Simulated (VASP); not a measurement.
Cs3Ge2S3, 8 atoms in the cell. The structure is cubic, space group Pm-3m (No. 221). Conventional cell: a = 6.464 Å, b = 6.464 Å, c = 6.464 Å, α = 90.00°, β = 90.00°, γ = 90.00°. Cs (site symmetry 4/mmm) has 2 Ge at 3.23 Å and 4 S at 3.23 Å within 4.3 Å. Within 4.3 Å of Ge (site symmetry m-3m) lie 6 S at 3.23 Å. Ge (site symmetry m-3m) has 6 Cs at 3.23 Å within 4.3 Å. S (site symmetry 4/mmm) has 4 Cs at 3.23 Å and 2 Ge at 3.23 Å within 4.3 Å. 

| Item | Value |
| --- | --- |
| Program | VASP 6.6.1 |
| Task | single point |
| Functional | PBE |
| Potentials or basis | VASP PAW PBE potentials, release 64 (Cs_sv, Ge_d, S) |
| Cutoff | 520 eV |
| k mesh | 4 × 4 × 4 |
| Occupations | gaussian, width 0.1 eV |
| Spin | no spin polarisation |
| Dipole correction | no |
| Further INCAR settings | ALGO = Normal; EDIFF = 1e-06; NBANDS = 46 |

Potentials or basis: VASP PAW PBE potentials, release 64 (Cs_sv, Ge_d, S).

Launch:

```sh
$ cat potpaw_PBE.64/Cs_sv/POTCAR potpaw_PBE.64/Ge_d/POTCAR potpaw_PBE.64/S/POTCAR > POTCAR
$ mpirun -np 1 vasp_std > vasp.out
```

Hardware: 1 thread of Intel(R) Xeon(R) Platinum 8259CL CPU @ 2.50GHz (Skylake/Cascade Lake), on a shared host.

Problem. How long does it take, and how much memory?

Solution. Wall time 2.2 min on 1 thread of Intel(R) Xeon(R) Platinum 8259CL CPU @ 2.50GHz (Skylake/Cascade Lake), with other jobs on the host, peak memory 0.37 GiB. Counts: scf iterations 18, k points 10.
